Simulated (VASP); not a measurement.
Yb:

```
Yb
1.0
    -2.05423    2.05423    2.05423
     2.05423   -2.05423    2.05423
     2.05423    2.05423   -2.05423
Yb
1
Direct
  0.00000 0.00000 0.00000
```

Base run:

| Item | Value |
| --- | --- |
| Program | VASP 6.6.1 |
| Functional | PBE |
| Potentials or basis | VASP PAW PBE potentials, release 64 (Yb) |
| Cutoff | 520 eV |
| k mesh | 18 × 18 × 18 |
| Occupations | fermi-dirac, width 0.1 eV |
| Spin | no spin polarisation |

Its results: band gap on the k mesh zero (band 12 reaches 1.97 eV, above the bottom of band 13 at 1.27 eV); pressure -0.5 GPa.

Problem. The run is repeated on the same cell with these changes: k mesh from 18 × 18 × 18 to 12 × 12 × 12. What comes out?

Solution. Band gap on the k mesh zero (band 12 reaches 2.08 eV, above the bottom of band 13 at 1.26 eV); pressure -1.8 GPa.

Caveats: spin-orbit coupling is left out, which moves the levels of the heavy elements.
